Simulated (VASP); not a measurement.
Input of a VASP 6.6.1 run:

The input INCAR:

```
ALGO = Normal
EDIFF = 1E-6
ENCUT = 600
GGA = PE
GGA_COMPAT = False
ISIF = 2
ISMEAR = 0
LASPH = True
LCHARG = True
LELF = True
LREAL = False
LVHAR = True
LWAVE = False
NBANDS = 11
NELM = 120
PREC = Accurate
SIGMA = 0.02
```

Contents of KPOINTS:

```
k-points
0
Gamma
  9 9 9
```

The input POSCAR:

```
C
1.0
    0.0198477467      1.7788636985      1.7788636985
    1.7788636985      0.0198477467      1.7788636985
    1.7788636985      1.7788636985      0.0198477467
C
2
Direct
    0.0001450983      0.0001450983      0.0001450983
    0.2498549017      0.2498549017      0.2498549017
```

Potentials or basis: VASP PAW PBE potentials, release 64 (C).

Run with:

```console
$ cat potpaw_PBE.64/C/POTCAR > POTCAR
$ mpirun -np 1 vasp_std > vasp.out
```

Problem. Predict the band gap on the k mesh.

Solution. 4.18 eV (least direct gap 5.30 eV).

Problem. Estimate the largest force.

Solution. 0.004 eV/Å.

Problem. What does it give for the pressure?

Solution. 13.2 GPa.

Stress tensor (GPa, compression positive):
```
13.23 -6.65 -6.65
-6.65 13.23 -6.65
-6.65 -6.65 13.23
```

Caveat: the cell differs from its parent crystal (strained cell); the cell stands under pressure; an odd mesh through Γ misses points on the zone boundary, where band edges can lie.
